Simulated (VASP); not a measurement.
Input of a VASP 6.6.1 run:

INCAR

```
PREC = Accurate
ENCUT = 600
EDIFF = 1E-7
ISMEAR = -1
SIGMA = 0.05
LREAL = F
LASPH = T
NELM = 200
ALGO = Normal
ISIF = 3
LWAVE = F
LCHARG = F
ISPIN = 2
MAGMOM = 7 7
LORBIT = 11
LMAXMIX = 6
GGA = PE
IBRION = 2
NSW = 100
EDIFFG = -0.005
GGA_COMPAT = F
NELMIN = 4
KPAR = 4
```

File KPOINTS:

```
regular mesh
0
Gamma
  12 12 8
```

The input POSCAR:

```
Gd
1.0
    3.7304835253      0.0000000000      0.0000000000
   -1.8652417626      3.2306935013      0.0000000000
    0.0000000000      0.0000000000      5.9328641456
Gd
2
Direct
    0.3333333333      0.6666666667      0.2500000000
    0.6666666667      0.3333333333      0.7500000000
```

Potentials or basis: VASP PAW PBE potentials, release 64 (Gd).

Run with:

```bash
$ cat potpaw_PBE.64/Gd/POTCAR > POTCAR
$ mpirun -np 4 vasp_std > vasp.out
```

Task: What does it give for the site moments?

Result: Gd +7.00 μB.

Task: Estimate the space group after relaxing (to 0.1 Å).

Result: P6_3/mmc (No. 194).

The path:
```
step  energy change (eV)  largest force (eV/Å)  pressure (GPa)  volume (Å³)
   1              0.0000                0.0000           -1.92        71.50
   2             -0.0275                0.0000            0.02        67.16
   3             -0.0275                0.0000            0.11        67.18
   4             -0.0274                0.0000           -0.31        67.38
   5             -0.0275                0.0000           -0.05        67.27
   6             -0.0275                0.0000           -0.05        67.27
   7             -0.0275                0.0000           -0.05        67.27
   8             -0.0275                0.0000           -0.01        67.15
   9             -0.0275                0.0000            0.03        67.12
  10             -0.0275                0.0000            0.13        67.14
  11             -0.0275                0.0000            0.02        67.15
  12             -0.0275                0.0000           -0.06        67.19
  13             -0.0275                0.0000            0.02        67.16
  14             -0.0275                0.0000            0.04        67.17
  15             -0.0275                0.0000            0.04        67.18
  16             -0.0275                0.0000            0.01        67.18
  17             -0.0275                0.0000            0.00        67.18
```

Caveat: semilocal functionals describe open f shells poorly, which spoils levels, moments and volumes. The state reached can hang on the start; a lower one may exist.
